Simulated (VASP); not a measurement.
C:

```xyz
2
Lattice="2.0979 0.0000 0.0000 -1.0489 1.8168 0.0000 0.0000 0.0000 3.6877" Properties=species:S:1:pos:R:3 pbc="T T T"
C     0.0000    1.2112    0.9219
C     1.0489    0.6056    2.7658
```

| Quantity | Value |
| --- | --- |
| Program | VASP 6.6.1 |
| Task | relaxation of cell and atoms |
| Functional | PBE |
| Potentials or basis | VASP PAW PBE potentials, release 64 (C) |
| Cutoff | 600 eV |
| k mesh | 30 × 30 × 16 |
| Occupations | gaussian, width 0.1 eV |
| Spin | no spin polarisation |

At the start: pressure -1.9 GPa; volume 7.03 Å³/atom.

Problem. How do energy, volume and symmetry change on relaxing?

Solution. Over 25 steps the energy falls by 406.4 meV/atom and the volume is 7.05 Å³/atom (+0.4 %); space group P6_3/mmc (No. 194, to 0.1 Å) before and after.

Step by step:
| step | energy change (eV) | largest force (eV/Å) | pressure (GPa) | volume (Å³) |
| --- | --- | --- | --- | --- |
| 1 | 0.0000 | 0.0000 | -1.87 | 14.06 |
| 2 | -0.0182 | 0.0000 | 0.00 | 13.89 |
| 3 | -0.0755 | 0.0000 | 6.29 | 13.36 |
| 4 | -0.1118 | 0.0000 | 24.03 | 12.22 |
| 5 | -0.1146 | 0.0000 | 24.14 | 12.21 |
| 6 | -0.1228 | 0.0000 | 24.49 | 12.19 |
| 7 | -0.1373 | 0.0000 | 25.86 | 12.14 |
| 8 | -0.1787 | 0.0000 | 26.92 | 12.03 |
| 9 | -0.3571 | 0.0000 | 29.14 | 11.75 |
| 10 | -0.0566 | 0.0000 | 95.27 | 11.00 |
| 11 | -0.4487 | 0.0000 | 39.55 | 11.55 |
| 12 | -0.4355 | 0.0000 | 52.28 | 11.40 |
| 13 | -0.4491 | 0.0000 | 47.45 | 11.45 |
| 14 | -0.4835 | 0.0000 | 51.10 | 11.58 |
| 15 | -0.4830 | 0.0000 | 53.15 | 11.63 |
| 16 | -0.5619 | 0.0000 | 45.13 | 11.92 |
| 17 | -0.7293 | 0.0000 | 23.94 | 12.81 |
| 18 | -0.7981 | 0.0000 | -5.23 | 14.71 |
| 19 | -0.8103 | 0.0000 | 0.44 | 14.19 |
| 20 | -0.8105 | 0.0000 | 1.48 | 14.12 |
| 21 | -0.8115 | 0.0000 | 1.18 | 14.11 |
| 22 | -0.8128 | 0.0000 | 0.49 | 14.08 |
| 23 | -0.8128 | 0.0000 | 0.47 | 14.07 |
| 24 | -0.8128 | 0.0000 | 0.29 | 14.09 |
| 25 | -0.8128 | 0.0000 | 0.03 | 14.11 |

Final structure:
```xyz
2
Lattice="1.7131 0.0000 0.0000 -0.8566 1.4836 0.0000 0.0000 0.0000 5.5513" Properties=species:S:1:pos:R:3 pbc="T T T"
C     0.0000    0.9891    1.3878
C     0.8566    0.4945    4.1634
```

Caveat: a cell axis changed by over 15 % at a fixed basis, so the end point is rough.
